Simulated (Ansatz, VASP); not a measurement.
# MoS2 in VASP and in Ansatz

```
Mo S
1.0
     1.53990    0.88906    5.79705
    -1.53990    0.88906    5.79705
     0.00000   -1.77813    5.79705
Mo S
1 2
Direct
  0.00000 0.00000 0.00000
  0.73467 0.73467 0.80834
  0.26533 0.26533 0.19166
```

Change from the starting cell: mode 7 frozen in at -0.131 Å, normal strain along y +0.0000.

Alike in both runs: task single point; functional PBEsol; dispersion D3(BJ); k mesh 15 × 15 × 15; occupations gaussian, width 0.15 eV; no spin polarisation.

|  | VASP | Ansatz |
| --- | --- | --- |
| version | VASP 6.6.1 | Ansatz 0.2.0 |
| potentials or method | VASP PAW PBE potentials, release 64 (Mo_sv, S), cutoff 520 eV | scalar-relativistic, plane waves, PAW |
| valence electrons in the cell | 26 | 26 |

|  | VASP | Ansatz | Ansatz less VASP |
| --- | --- | --- | --- |
| gap on the k mesh at the Fermi level (eV) | none | none | - |
| pressure (GPa) | 1.1 | 1.1 | -0.03 |
| traceless stress, the component that is largest in VASP (GPa) | 10.12 | 10.13 | +0.015 |
| rms of the force components (eV/Å) | 0.493 | 0.493 | +0.0002 |

VASP's potentials were made for PBE, not for PBEsol, and Ansatz warns of the same on its side. Atom by atom the forces differ by 0.003 eV/Å (rms over components). A gap of «none» marks a metal or a gap that the smearing closes.
